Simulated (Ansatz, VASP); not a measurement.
**One calculation of TiHg, two programs**

```
Ti Hg
1.0
     2.92865    0.00000    0.00000
     0.00000    2.92865    0.00000
     0.00000    0.00000    4.02589
Ti Hg
1 1
Direct
  0.50000 0.50000 0.50000
  0.00000 0.00000 0.00000
```

Alike in both runs: functional LDA; k mesh 14 × 14 × 10; occupations gaussian, width 0.1 eV; no spin polarisation.

Ansatz relaxed the structure, and its values are those at the end. VASP's run is a single point on that final structure, the one shown.

```csv
,VASP,Ansatz
version,VASP 6.6.1,Ansatz 0.2.0
potentials or method,"VASP PAW LDA potentials, release 64 (Ti_sv, Hg_sv_GW), cutoff 500 eV","scalar-relativistic, plane waves, PAW"
valence electrons in the cell,32,32
```

VASP gave:

* gap on the k mesh at the Fermi level (eV): none
* pressure (GPa): -0.4

**Question.** What did Ansatz give for the same quantities?

**Answer.** gap on the k mesh at the Fermi level (eV): none; pressure (GPa): 0.0.

LDA's correlation is that of Perdew and Zunger in VASP and of Perdew and Wang (1992) in Ansatz. A gap of «none» marks a metal or a gap that the smearing closes.

Spin-orbit coupling is off throughout.
